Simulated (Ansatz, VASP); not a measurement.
Two plane-wave programs on LaB6

```xyz
7
Lattice="4.2097 0.0000 0.0000 0.0000 4.2097 0.0000 0.0000 0.0000 4.2097" Properties=species:S:1:pos:R:3 pbc="T T T"
La    0.0000    0.0000    0.0000
B     0.8437    2.1048    2.1048
B     3.3659    2.1048    2.1048
B     2.1048    2.1048    0.8437
B     2.1048    2.1048    3.3659
B     2.1048    0.8437    2.1048
B     2.1048    3.3659    2.1048
```

Alike in both runs: functional PBE; k mesh 8 × 8 × 8; occupations gaussian, width 0.05 eV; no spin polarisation.

Ansatz relaxed the structure, and its values are those at the end. VASP's run is a single point on that final structure, the one shown.

|  | VASP | Ansatz |
| --- | --- | --- |
| version | VASP 6.6.1 | Ansatz 0.2.0 |
| potentials or method | VASP PAW PBE potentials, release 64 (La, B), cutoff 520 eV | scalar-relativistic, plane waves, PAW |
| valence electrons in the cell | 29 | 29 |

```csv
,VASP,Ansatz,Ansatz less VASP
gap on the k mesh at the Fermi level (eV),none,none,-
pressure (GPa),-6.4,-6.4,+0.08
rms of the force components (eV/Å),0.008,0.000,-0.0079
```

A gap of «none» marks a metal or a gap that the smearing closes. Ansatz's warnings: stress scf threshold loose.

Spin-orbit coupling is off throughout.
